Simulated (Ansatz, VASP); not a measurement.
# AgCl: VASP beside Ansatz

```
Ag Cl
1.0
     3.41800    0.03060    0.03060
     0.03060    3.41800    0.03060
     0.03060    0.03060    3.41800
Ag Cl
1 1
Direct
  0.00000 0.00000 0.00000
  0.50000 0.50000 0.50000
```

Alike in both runs: task single point; functional PBEsol; k mesh 12 × 12 × 12; occupations gaussian, width 0.05 eV; no spin polarisation.

|  | VASP | Ansatz |
| --- | --- | --- |
| version | VASP 6.6.1 | Ansatz 0.2.0 |
| potentials or method | VASP PAW PBE potentials, release 64 (Ag, Cl), cutoff 520 eV | scalar-relativistic, plane waves, PAW |
| valence electrons in the cell | 18 | 26 |

|  | VASP | Ansatz | Ansatz less VASP |
| --- | --- | --- | --- |
| gap on the k mesh at the Fermi level (eV) | 0.36 | 0.36 | 0.000 |
| least direct gap on the mesh (eV) | 1.91 | 1.91 | -0.001 |
| pressure (GPa) | -4.1 | -4.0 | +0.10 |
| traceless stress, the component that is largest in VASP (GPa) | 0.26 | 0.26 | -0.002 |

VASP's potentials were made for PBE, not for PBEsol. VASP's potentials hold 18 valence electrons a cell and Ansatz's 26, so a difference there can come from the potentials and not from the codes.
